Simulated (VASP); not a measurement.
A run of VASP 6.6.1 is set up as follows.

Contents of INCAR:

```
SYSTEM = MgO
PREC = Accurate
ENCUT = 520
EDIFF = 1E-6
ISMEAR = 0
SIGMA = 0.05
LREAL = .False.
LASPH = .True.
NELM = 100
ALGO = Normal
ISIF = 2
LWAVE = .False.
LCHARG = .False.
GGA = PE
NBANDS = 11
```

File KPOINTS:

```
regular mesh
0
Gamma
  10 10 10
  0 0 0
```

The input POSCAR:

```
MgO
1.0
    0.0000000000      1.9415328140      1.9415328140
    1.9415328140      0.0000000000      1.9415328140
    1.9415328140      1.9415328140      0.0000000000
Mg O
1 1
Direct
    0.0000000000      0.0000000000      0.0000000000
    0.5000000000      0.5000000000      0.5000000000
```

Potentials or basis: VASP PAW PBE potentials, release 64 (Mg, O).

Command:

```console
$ cat potpaw_PBE.64/Mg/POTCAR potpaw_PBE.64/O/POTCAR > POTCAR
$ mpirun -np 1 vasp_std > vasp.out
```

(1) Predict the pressure.

(2) Estimate the band gap on the k mesh.

## Answers

(1) 71.5 GPa.

(2) 7.49 eV, direct.
